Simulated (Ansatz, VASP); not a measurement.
# MgH2: VASP beside Ansatz

```
CELL_PARAMETERS angstrom
0.00000 2.38107 2.38107
2.38107 0.00000 2.38107
2.38107 2.38107 0.00000
ATOMIC_POSITIONS crystal
Mg 0.00000 0.00000 0.00000
H 0.75000 0.75000 0.75000
H 0.25000 0.25000 0.25000
```

Alike in both runs: task single point; functional PBE; k mesh 8 × 8 × 8; no spin polarisation.

|  | VASP | Ansatz |
| --- | --- | --- |
| version | VASP 6.6.1 | Ansatz 0.2.0 |
| potentials or method | VASP PAW PBE potentials, release 64 (Mg, H), cutoff 600 eV | scalar-relativistic, plane waves, PAW |
| occupations | fermi-dirac, width 0.025852 eV | fermi-dirac |
| valence electrons in the cell | 4 | 12 |

Ansatz gave:

* gap on the k mesh at the Fermi level (eV): none
* pressure (GPa): -0.3

Estimate VASP's values.

gap on the k mesh at the Fermi level (eV): none; pressure (GPa): -0.6.

A gap of «none» marks a metal or a gap that the smearing closes. VASP's potentials hold 4 valence electrons a cell and Ansatz's 12, so a difference there can come from the potentials and not from the codes. Ansatz's warnings: force scf threshold loose, stress scf threshold loose.
